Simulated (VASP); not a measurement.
# S (Fm-3m) in VASP: notebook

S is run at these levels: PBEsol+D3(BJ); tasks: single point.

Everything below comes from runs of VASP 6.6.1. Logs are shortened: lines on timing, memory, paths and dates and some standing lists are left out, and cuts for length are marked.

## 1. The cell of the first run

It takes space group Fm-3m (No. 225, cubic). Conventional cell: a = 4.058 Å, b = 4.058 Å, c = 4.058 Å, α = 90.00°, β = 90.00°, γ = 90.00°. S (site symmetry m-3m) has 12 S at 2.87 Å within 3.8 Å.

## 2. Single point, PBEsol+D3(BJ)

Input file INCAR:

```
SYSTEM = S
PREC = Accurate
ENCUT = 520
EDIFF = 1E-7
ISMEAR = -1
SIGMA = 0.01
LREAL = .False.
LASPH = .True.
NELM = 100
ALGO = Normal
ISIF = 2
LWAVE = .False.
LCHARG = .True.
GGA = PS
IVDW = 12
LELF = .True.
LVHAR = .True.
NBANDS = 9
```

Input file KPOINTS:

```
regular mesh
0
Gamma
  10 10 10
  0 0 0
```

Input file POSCAR:

```
S
1.0
    0.0000000000      2.0291928349      2.0291928349
    2.0291928349      0.0000000000      2.0291928349
    2.0291928349      2.0291928349      0.0000000000
S
1
Direct
    0.0000000000      0.0000000000      0.0000000000
```

Potentials or basis: VASP PAW PBE potentials, release 64 (S).

The run is started by

```console
$ cat potpaw_PBE.64/S/POTCAR > POTCAR
$ mpirun -np 1 vasp_std > vasp.out
```

OUTCAR:

```text
SYSTEM = S
   PREC = Accurate
   ENCUT = 520
   EDIFF = 1E-7
   ISMEAR = -1
   LREAL = .False.
   LASPH = .True.
   NELM = 100
   ISIF = 2
   GGA = PS
   IVDW = 12
 IVDW          = 12

 ion  position               nearest neighbor table
   1  0.000  0.000  0.000-

  LATTYP: Found a face centered cubic cell.
 ALAT       =     4.0583856698

  Lattice vectors:

 A1 = (   0.0000000000,   2.0291928349,   2.0291928349)
 A2 = (   2.0291928349,   0.0000000000,   2.0291928349)
 A3 = (   2.0291928349,   2.0291928349,   0.0000000000)

Analysis of symmetry for initial positions (statically):
=====================================================================
 Subroutine PRICEL returns:
 Original cell was already a primitive cell.

 Routine SETGRP: Setting up the symmetry group for a
 face centered cubic supercell.

 Subroutine GETGRP returns: Found 48 space group operations
 (whereof 48 operations were pure point group operations)
 out of a pool of 48 trial point group operations.

The static configuration has the point symmetry O_h .

Analysis of symmetry for dynamics (positions and initial velocities):
=====================================================================
 Subroutine PRICEL returns:
 Original cell was already a primitive cell.

 Routine SETGRP: Setting up the symmetry group for a
 face centered cubic supercell.

 Subroutine GETGRP returns: Found 48 space group operations
 (whereof 48 operations were pure point group operations)
 out of a pool of 48 trial point group operations.

The dynamic configuration has the point symmetry O_h .

 Subroutine INISYM returns: Found 48 space group operations
 (whereof 48 operations are pure point group operations),
 and found     1 'primitive' translations

----------------------------------------------------------------------------------------

                                     Primitive cell

  volume of cell :      16.7109

  direct lattice vectors                    reciprocal lattice vectors
     0.000000000  2.029192835  2.029192835    -0.246403393  0.246403393  0.246403393
     2.029192835  0.000000000  2.029192835     0.246403393 -0.246403393  0.246403393
     2.029192835  2.029192835  0.000000000     0.246403393  0.246403393 -0.246403393

  length of vectors
     2.869712028  2.869712028  2.869712028     0.426783196  0.426783196  0.426783196
[... 79 lines left out ...]
   EDIFF  = 0.1E-06   stopping-criterion for ELM
   LREAL  =      F    real-space projection
   EDIFFG = 0.1E-05   stopping-criterion for IOM
   NSW    =      0    number of steps for IOM
   IBRION =     -1    ionic relax: 0-MD 1-quasi-New 2-CG
   NFREE  =      0    steps in history (QN), initial steepest desc. (CG)
   ISIF   =      2    stress and relaxation
   ISYM   =      2    0-nonsym 1-usesym 2-fastsym
   POTIM  = 0.5000    time-step for ionic-motion
   TEBEG  =    0.0;   TEEND  =   0.0 temperature during run
   PSTRESS=    0.0 pullay stress
   NELECT =       6.0000    total number of electrons
   NUPDOWN=      -1.0000    fix difference up-down
   EMIN   =  10.00;   EMAX   =-10.00  energy-range for DOS
   EFERMI =   0.00;   METHOD = LEGACY
   ISMEAR =    -1;   SIGMA  =   0.01  broadening in eV -4-tet -1-fermi 0-gaus
   EFERMI_NEDOS =   21; number of points for ismear=-14 and -15
   IALGO  =     38    algorithm
   IMIX   =      4    mixing-type and parameters
     AMIX     =   0.40;   BMIX     =  1.00
     AMIX_MAG =   1.60;   BMIX_MAG =  1.00
  volume/ion in A,a.u.               =      16.71       112.77
  Fermi-wavevector in a.u.,A,eV,Ry     =   1.163568  2.198825 18.420812  1.353891
  Thomas-Fermi vector in A             =   2.300117
   LORBIT       =      0    0 simple, 1 ext, 2 COOP (PROOUT), +10 PAW based schemes
   GGA     = PS    functional components
   LHFCALC =     F    Hartree Fock is set to
   AEXX    =    0.0000 exact exchange contribution
   IVDW    =    12    specifies the selected vdW correction
   LEPSILON=     F    determine dielectric tensor
   LRPA    =     F    only Hartree local field effects (RPA)
 non-spin polarized calculation
  energy-cutoff  :      520.00
  volume of cell :       16.71
 maximum number of plane-waves:       464
 NGX is ok and might be reduce to    24
   NGX = 11   NGY = 11   NGZ = 11

 number of electron       6.0000001 magnetization

 Free energy of the ion-electron system (eV)
  ---------------------------------------------------
  ext. energy  EPLUGINS =         0.00000000
  ---------------------------------------------------
  free energy    TOTEN  =        -3.29069310 eV

  energy without entropy =       -3.28998576  energy(sigma->0) =       -3.29033943

 E-fermi :   6.5271     XC(G=0): -11.0615

 val. band max:        6.5267275610   @ k =   0.5000   0.3000   0.0000
 cond. band min:       6.7054605615   @ k =   0.2000   0.2000   0.0000
 fundamental gap:      0.1787330006
 Fermi energy:         6.5271028278

 k-point     1 :       0.0000    0.0000    0.0000
  band No.  band energies     occupation
      1      -9.5705      2.00000
      2       9.5739      0.00000
      3       9.5739      0.00000
      4       9.5739      0.00000
      5      18.7124      0.00000
      6      18.7124      0.00000
      7      18.7124      0.00000
      8      20.0217      0.00000
      9      23.8676      0.00000
[... 265 lines left out ...]
 k-point    24 :       0.4000    0.3000    0.0000
  band No.  band energies     occupation
      1      -6.0649      2.00000
      2       2.8813      2.00000
      3       5.7981      2.00000
      4       6.5009      1.86463
      5      13.5970      0.00000
      6      14.5918      0.00000
      7      24.4665      0.00000
      8      24.7935      0.00000
      9      27.9127      0.00000

 [... further k-points ...]

------------------------ aborting loop because EDIFF is reached ----------------------------------------

 Edisp (eV)   -0.28432

 E8    (eV) :    -0.1631

  FORCE on cell =-STRESS in cart. coord.  units (eV):
  Direction    XX          YY          ZZ          XY          YZ          ZX
  --------------------------------------------------------------------------------------
  -------------------------------------------------------------------------------------
  Total      -1.25856    -1.25856    -1.25856    -0.00000     0.00000     0.00000
  in kB    -120.66600  -120.66600  -120.66600    -0.00000     0.00000     0.00000
  external pressure =     -120.67 kB  Pullay stress =        0.00 kB

 VOLUME and BASIS-vectors are now :
 -----------------------------------------------------------------------------
  energy-cutoff  :      520.00
  volume of cell :       16.71
      direct lattice vectors                 reciprocal lattice vectors
     0.000000000  2.029192835  2.029192835    -0.246403393  0.246403393  0.246403393
     2.029192835  0.000000000  2.029192835     0.246403393 -0.246403393  0.246403393
     2.029192835  2.029192835  0.000000000     0.246403393  0.246403393 -0.246403393

 POSITION                                       TOTAL-FORCE (eV/Angst)
 -----------------------------------------------------------------------------------
      0.00000      0.00000      0.00000         0.000000      0.000000      0.000000
 -----------------------------------------------------------------------------------
    total drift:                               -0.000000      0.000000      0.000000

  FREE ENERGIE OF THE ION-ELECTRON SYSTEM (eV)
  ---------------------------------------------------
  free  energy   TOTEN  =        -3.5750142333 eV

  energy  without entropy=       -3.5743068923  energy(sigma->0) =       -3.57466056
```

OSZICAR:

```text
N       E                     dE             d eps       ncg     rms          rms(c)
DAV:   1     0.812632337137E+01    0.81263E+01   -0.27801E+03   862   0.542E+02
DAV:   2    -0.301193788224E+01   -0.11138E+02   -0.10624E+02  1247   0.770E+01
DAV:   3    -0.330070798758E+01   -0.28877E+00   -0.28543E+00   952   0.105E+01
DAV:   4    -0.330154126661E+01   -0.83328E-03   -0.83321E-03  1162   0.675E-01
DAV:   5    -0.330154276962E+01   -0.15030E-05   -0.15024E-05  1017   0.236E-02    0.675E+00
DAV:   6    -0.329284583150E+01    0.86969E-02   -0.10414E-02   918   0.517E-01    0.402E+00
DAV:   7    -0.329085193248E+01    0.19939E-02   -0.14185E-02   898   0.617E-01    0.234E-01
DAV:   8    -0.329069296791E+01    0.15896E-03   -0.69399E-04   901   0.137E-01    0.350E-02
DAV:   9    -0.329069307124E+01   -0.10333E-06   -0.49145E-06  1034   0.178E-02    0.842E-03
DAV:  10    -0.329069293734E+01    0.13390E-06   -0.38848E-07   970   0.383E-03    0.549E-03
DAV:  11    -0.329069310466E+01   -0.16732E-06   -0.62564E-08   505   0.143E-03    0.618E-04
DAV:  12    -0.329069310036E+01    0.42960E-08   -0.16666E-09   459   0.355E-04
   1 F= -.35750142E+01 E0= -.35746606E+01  d E =-.707341E-03
```

It took 12 s on 1 thread of AMD EPYC 7R13, shared host; peak memory 0.11 GiB.

Results:

```
Free energy                : -3.5750 eV
Pressure                   : -12.1 GPa
Band gap on the k mesh     : zero (band 3 reaches 9.57 eV, above the bottom of band 4 at 4.41 eV)
Dispersion energy per atom : -0.284 eV
```

Caveat: three body term missing; the PAW data sets were made with another functional, which shifts forces and pressure a little; pairwise dispersion overbinds metals, which lowers pressure and volume.

## 3. Single point, PBEsol+D3(BJ)

This run uses another cell than the first one, of 17.13 Å³/atom, 1.025 times its volume.

Input file INCAR:

```
SYSTEM = S
ALGO = Normal ; EDIFF = 1E-6
ENCUT = 520 ; GGA = PS
ISIF = 2 ; ISMEAR = -1
IVDW = 12 ; LASPH = .True.
LCHARG = .True. ; LELF = .True.
LREAL = .False. ; LVHAR = .True.
LWAVE = .False. ; NBANDS = 9
NELM = 80 ; PREC = Accurate
SIGMA = 0.01
```

Input file KPOINTS:

```
k-points
0
Gamma
  10 10 10
  0 0 0
```

Input file POSCAR:

```
S
1.0
    0.0000000000      2.0461743176      2.0461743176
    2.0461743176      0.0000000000      2.0461743176
    2.0461743176      2.0461743176      0.0000000000
S
1
Direct
    0.0000000000      0.0000000000      0.0000000000
```

Potentials or basis: VASP PAW PBE potentials, release 64 (S).

The run is started by

```console
$ cat potpaw_PBE.64/S/POTCAR > POTCAR
$ mpirun -np 1 vasp_std > vasp.out
```

It took 9.7 s on 1 thread of AMD EPYC 7R13, shared host; peak memory 0.11 GiB.

It converged, with:

| Item | Value |
| --- | --- |
| Free energy | -3.5417 eV |
| Pressure | -13.3 GPa |
| Band gap on the k mesh | zero (band 3 reaches 9.11 eV, above the bottom of band 4 at 4.17 eV) |
| Dispersion energy per atom | -0.277 eV |

Levels at points of the mesh, in eV from the Fermi level:
```
           k point  band 1  band 2  band 3  band 4  band 5  band 6
(0.00, 0.00, 0.00)  -15.87    2.92    2.92    2.92   12.17   12.17
(0.50, 0.00, 0.00)  -12.23   -6.69    1.77    1.77    9.23   11.42
(0.50, 0.50, 0.00)  -10.80   -5.78   -0.67   -0.67    5.56    6.25
```

Caveat: three body term missing; the PAW data sets were made with another functional, which shifts forces and pressure a little; pairwise dispersion overbinds metals, which lowers pressure and volume.
